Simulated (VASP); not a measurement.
# Ir (P-1) in VASP: single point with LDA

Aim: the single point of Ir with LDA.

All numbers are computed with VASP 6.6.1; they aren't measurements. Logs are shortened: lines on timing, memory, paths and dates and some standing lists are left out, and cuts for length are marked.

## Step 1: The cell of the first run

The typed cell holds 1 atom: a = 2.625 Å, b = 2.473 Å, c = 2.703 Å, α = 64.62°, β = 66.38°, γ = 63.79°.

## Step 2: Single point, LDA (engineering shear strain xz -0.1650, engineering shear strain yz -0.0550)

INCAR

```
SYSTEM = Ir
PREC     = Accurate       ! precision mode
ENCUT    = 520            ! plane-wave cutoff, eV
EDIFF    = 1E-7           ! SCF threshold, eV
ISMEAR   = 0              ! smearing method
SIGMA    = 0.15           ! smearing width, eV
LREAL    = .False.        ! projectors in reciprocal space
LASPH    = .True.         ! aspherical terms in the spheres
NELM     = 100            ! most SCF steps
ALGO     = Fast           ! electronic algorithm
ISIF     = 2              ! what is computed and relaxed
LWAVE    = .False.        ! write WAVECAR
LCHARG   = .True.         ! write CHGCAR
GGA      = CA             ! functional
LELF     = .True.         ! ELF
LVHAR    = .True.       
NBANDS   = 10             ! bands
```

KPOINTS

```
regular mesh
0
Gamma
  20 20 20
  0 0 0
```

POSCAR

```
Ir
1.0
   -0.1571959996      1.8530073892      1.8530073892
    1.7482100561     -0.0523986665      1.7482100561
    1.9054060557      1.9054060557     -0.2095946661
Ir
1
Direct
    0.0000000000      0.0000000000      0.0000000000
```

Potentials or basis: VASP PAW LDA potentials, release 64 (Ir).

Launch:

```sh
$ cat potpaw_LDA.64/Ir/POTCAR > POTCAR
$ mpirun -np 1 vasp_std > vasp.out
```

OUTCAR:

```text
SYSTEM = Ir
   PREC = Accurate
   ENCUT = 520
   EDIFF = 1E-7
   ISMEAR = 0
   LREAL = .False.
   LASPH = .True.
   NELM = 100
   ISIF = 2
   GGA = CA

 ion  position               nearest neighbor table
   1  0.000  0.000  0.000-

  LATTYP: Found a triclinic cell.
 ALAT       =     4.3292360283
 B/A-ratio  =     0.5712087675
 C/A-ratio  =     0.6738903524
 COS(alpha) =     0.0003805694
 COS(beta)  =     0.3208093129
 COS(gamma) =     0.8390589843

  Lattice vectors:

 A1 = (  -1.5910140565,  -1.8006087227,  -3.6012174453)
 A2 = (  -1.7482100561,   0.0523986665,  -1.7482100561)
 A3 = (   2.0626020553,   0.0523986665,  -2.0626020553)

Analysis of symmetry for initial positions (statically):
=====================================================================
 Subroutine PRICEL returns:
 Original cell was already a primitive cell.

 Routine SETGRP: Setting up the symmetry group for a
 triclinic supercell.

 Subroutine GETGRP returns: Found  2 space group operations
 (whereof  2 operations were pure point group operations)
 out of a pool of  2 trial point group operations.

The static configuration has the point symmetry S_2 .

Analysis of symmetry for dynamics (positions and initial velocities):
=====================================================================
 Subroutine PRICEL returns:
 Original cell was already a primitive cell.

 Routine SETGRP: Setting up the symmetry group for a
 triclinic supercell.

 Subroutine GETGRP returns: Found  2 space group operations
 (whereof  2 operations were pure point group operations)
 out of a pool of  2 trial point group operations.

The dynamic configuration has the point symmetry S_2 .

 Subroutine INISYM returns: Found  2 space group operations
 (whereof  2 operations are pure point group operations),
 and found     1 'primitive' translations

----------------------------------------------------------------------------------------

                                     Primitive cell

  volume of cell :      13.7308

  direct lattice vectors                    reciprocal lattice vectors
    -0.157196000  1.853007389  1.853007389    -0.241797126  0.269282635  0.249868268
     1.748210056 -0.052398667  1.748210056     0.285424919 -0.254740038  0.278953463
     1.905406056  1.905406056 -0.209594666     0.242996890  0.255939802 -0.235325670

  length of vectors
     2.625258721  2.472897576  2.702790114     0.439787607  0.473471124  0.424182557

  position of ions in fractional coordinates (direct lattice)
     0.000000000  0.000000000  0.000000000

  ion indices of the primitive-cell ions
   primitive index   ion index
                 1           1

----------------------------------------------------------------------------------------

 KPOINTS: regular mesh

Automatic generation of k-mesh.
 Grid dimensions read from file:
 generate k-points for:   20   20   20

 Generating k-lattice:

  Cartesian coordinates                     Fractional coordinates (reciprocal lattice)
    -0.012089856  0.013464132  0.012493413     0.050000000 -0.000000000  0.000000000
     0.014271246 -0.012737002  0.013947673     0.000000000  0.050000000 -0.000000000
     0.012149845  0.012796990 -0.011766283     0.000000000  0.000000000  0.050000000

  Length of vectors
     0.021989380  0.023673556  0.021209128

  Shift w.r.t. Gamma in fractional coordinates (k-lattice)
     0.000000000  0.000000000  0.000000000

 Subroutine IBZKPT returns following result:
 ===========================================

 Found   4004 irreducible k-points:

 Following reciprocal coordinates:
            Coordinates               Weight
  0.000000  0.000000  0.000000      1.000000
  0.050000  0.000000  0.000000      2.000000
  0.100000  0.000000  0.000000      2.000000
  0.150000 -0.000000  0.000000      2.000000
  0.200000  0.000000  0.000000      2.000000
  0.250000  0.000000  0.000000      2.000000
[... 16 lines left out ...]
 -0.450000  0.050000 -0.000000      2.000000
 -0.400000  0.050000 -0.000000      2.000000
 [... further k-points ...]
   k-points           NKPTS =   4004   k-points in BZ     NKDIM =   4004   number of bands    NBANDS=     10
   number of dos      NEDOS =    301   number of ions     NIONS =      1
   total plane-waves  NPLWV =   7200
   dimension x,y,z NGX =    20 NGY =   18 NGZ =   20
   dimension x,y,z NGXF=    40 NGYF=   36 NGZF=   40
   ions per type =               1
   NGX,Y,Z   is equivalent  to a cutoff of  12.67, 12.10, 12.30 a.u.
   NGXF,Y,Z  is equivalent  to a cutoff of  25.33, 24.20, 24.60 a.u.
 SYSTEM =  Ir
   PREC   = accura    normal or accurate (medium, high low for compatibility)
   ISTART =      0    job   : 0-new  1-cont  2-samecut
   ICHARG =      2    charge: 1-file 2-atom 10-const
   ISPIN  =      1    spin polarized calculation?
   LNONCOLLINEAR =      F non collinear calculations
   LSORBIT =      F    spin-orbit coupling
   LASPH  =      T    aspherical Exc in radial PAW
   ENCUT  =  520.0 eV  38.22 Ry    6.18 a.u.   4.88  4.60  5.03*2*pi/ulx,y,z
   NELM   =    100;   NELMIN=  2; NELMDL= -5     # of ELM steps
   EDIFF  = 0.1E-06   stopping-criterion for ELM
   LREAL  =      F    real-space projection
   EDIFFG = 0.1E-05   stopping-criterion for IOM
   NSW    =      0    number of steps for IOM
   IBRION =     -1    ionic relax: 0-MD 1-quasi-New 2-CG
   NFREE  =      0    steps in history (QN), initial steepest desc. (CG)
   ISIF   =      2    stress and relaxation
   ISYM   =      2    0-nonsym 1-usesym 2-fastsym
   POTIM  = 0.5000    time-step for ionic-motion
   TEBEG  =    0.0;   TEEND  =   0.0 temperature during run
   PSTRESS=    0.0 pullay stress
   NELECT =       9.0000    total number of electrons
   NUPDOWN=      -1.0000    fix difference up-down
   EMIN   =  10.00;   EMAX   =-10.00  energy-range for DOS
   EFERMI =   0.00;   METHOD = LEGACY
   ISMEAR =     0;   SIGMA  =   0.15  broadening in eV -4-tet -1-fermi 0-gaus
   EFERMI_NEDOS =   21; number of points for ismear=-14 and -15
   IALGO  =     68    algorithm
   IMIX   =      4    mixing-type and parameters
     AMIX     =   0.40;   BMIX     =  1.00
     AMIX_MAG =   1.60;   BMIX_MAG =  1.00
  volume/ion in A,a.u.               =      13.73        92.66
  Fermi-wavevector in a.u.,A,eV,Ry     =   1.422079  2.687340 27.515182  2.022309
  Thomas-Fermi vector in A             =   2.542821
   LORBIT       =      0    0 simple, 1 ext, 2 COOP (PROOUT), +10 PAW based schemes
   GGA     = CA    functional components
   LHFCALC =     F    Hartree Fock is set to
   AEXX    =    0.0000 exact exchange contribution
   IVDW    =     0    specifies the selected vdW correction
   LEPSILON=     F    determine dielectric tensor
   LRPA    =     F    only Hartree local field effects (RPA)
 non-spin polarized calculation
 RMM-DIIS sequential band-by-band and
 Gauss-broadening in eV      SIGMA  =   0.15
  energy-cutoff  :      520.00
  volume of cell :       13.73
 maximum number of plane-waves:       384
   NGX =  9   NGY =  9   NGZ = 11

 number of electron       8.9999999 magnetization

 Free energy of the ion-electron system (eV)
  ---------------------------------------------------
  ext. energy  EPLUGINS =         0.00000000
  ---------------------------------------------------
  free energy    TOTEN  =        -9.93783569 eV

  energy without entropy =       -9.92556929  energy(sigma->0) =       -9.93170249

 E-fermi :  10.7388     XC(G=0): -14.2865

 val. band max:       10.7384252517   @ k =   0.1000  -0.2500   0.3500
 cond. band min:      10.7391824491   @ k =   0.5000   0.3500   0.1000
 fundamental gap:      0.0007571974
 Fermi energy:        10.7388175242

 k-point     1 :       0.0000    0.0000    0.0000
  band No.  band energies     occupation
      1      -0.5719      2.00000
      2       5.4482      2.00000
      3       5.9138      2.00000
      4       8.2797      2.00000
      5      10.0000      2.00000
      6      10.0604      2.00000
      7      24.8103      0.00000
      8      28.4537      0.00000
      9      31.2173      0.00000
     10      34.1753      0.00000

 k-point     2 :       0.0500    0.0000    0.0000
  band No.  band energies     occupation
      1      -0.4659      2.00000
      2       5.4815      2.00000
      3       5.8797      2.00000
      4       8.3298      2.00000
      5       9.9821      2.00000
      6      10.0147      2.00000
      7      24.9884      0.00000
      8      28.3480      0.00000
      9      31.0375      0.00000
     10      34.2729      0.00000

 k-point     3 :       0.1000    0.0000    0.0000
  band No.  band energies     occupation
      1      -0.1583      2.00000
      2       5.5748      2.00000
      3       5.7887      2.00000
      4       8.4696      2.00000
      5       9.8956      2.00000
      6       9.9464      2.00000
      7      25.4866      0.00000
      8      27.8069      0.00000
      9      31.0425      0.00000
     10      34.6479      0.00000

 k-point     4 :       0.1500   -0.0000    0.0000
  band No.  band energies     occupation
      1       0.3167      2.00000
      2       5.6690      2.00000
      3       5.7165      2.00000
      4       8.6515      2.00000
      5       9.7601      2.00000
      6       9.9481      2.00000
      7      26.1693      0.00000
      8      26.7834      0.00000
      9      31.6495      0.00000
     10      35.2924      0.00000
[... 222 lines left out ...]
 k-point    22 :       0.5000    0.0500    0.0000
  band No.  band energies     occupation
      1       2.3401      2.00000
      2       5.5020      2.00000
      3       8.2405      2.00000
      4       9.1201      2.00000
      5      10.6393      1.65166
      6      12.7221      0.00000
      7      17.9230      0.00000
      8      25.4728      0.00000
      9      29.9145      0.00000
     10      33.3644      0.00000

 k-point    23 :      -0.4500    0.0500   -0.0000
  band No.  band energies     occupation
      1       2.3373      2.00000
      2       5.5267      2.00000
      3       8.2325      2.00000
      4       8.9538      2.00000
      5      10.6985      1.29593
      6      12.6692      0.00000
      7      18.0600      0.00000
      8      25.5238      0.00000
      9      30.0037      0.00000
     10      33.4161      0.00000

 k-point    24 :      -0.4000    0.0500   -0.0000
  band No.  band energies     occupation
      1       2.3284      2.00000
      2       5.5869      2.00000
      3       8.1765      2.00000
      4       8.3850      2.00000
      5      10.5163      1.96409
      6      12.3713      0.00000
      7      19.0172      0.00000
      8      25.8435      0.00000
      9      30.5121      0.00000
     10      33.9979      0.00000

 [... further k-points ...]

------------------------ aborting loop because EDIFF is reached ----------------------------------------

  FORCE on cell =-STRESS in cart. coord.  units (eV):
  Direction    XX          YY          ZZ          XY          YZ          ZX
  --------------------------------------------------------------------------------------
  -------------------------------------------------------------------------------------
  Total        2.2017753      0.3611957      2.4013926      0.0720597      1.2378891      4.0853297
  in kB      256.9140112     42.1461003    280.2063459      8.4082849    144.4430121    476.6964449
  external PRESSURE =     193.0888191 kB  Pullay stress =       0.0000000 kB

 VOLUME and BASIS-vectors are now :
 -----------------------------------------------------------------------------
  energy-cutoff  :      520.00
  volume of cell :       13.73
      direct lattice vectors                 reciprocal lattice vectors
    -0.157196000  1.853007389  1.853007389    -0.241797126  0.269282635  0.249868268
     1.748210056 -0.052398667  1.748210056     0.285424919 -0.254740038  0.278953463
     1.905406056  1.905406056 -0.209594666     0.242996890  0.255939802 -0.235325670

 POSITION                                       TOTAL-FORCE (eV/Angst)
 -----------------------------------------------------------------------------------
      0.00000      0.00000      0.00000         0.000000      0.000000     -0.000000
 -----------------------------------------------------------------------------------
    total drift:                                0.000000      0.000000     -0.000000

  FREE ENERGIE OF THE ION-ELECTRON SYSTEM (eV)
  ---------------------------------------------------
  free  energy   TOTEN  =        -9.9378356922 eV

  energy  without entropy=       -9.9255692915  energy(sigma->0) =       -9.93170249
```

It took 6.6 min on 1 thread of Intel Xeon Platinum 8488C (Sapphire Rapids), shared host; peak memory 0.66 GiB.

Results:

| Property | Result |
| --- | --- |
| Free energy | -9.9378 eV |
| Pressure | 19.3 GPa |
| Band gap on the k mesh | zero (an odd number of electrons rules out a gap without spin polarisation) |

Caveat: the cell differs from its parent crystal (engineering shear strain xz -0.1650, engineering shear strain yz -0.0550); the stress differs along the axes, from 4 to 28 GPa; spin-orbit coupling is left out, which moves the levels of the heavy elements.
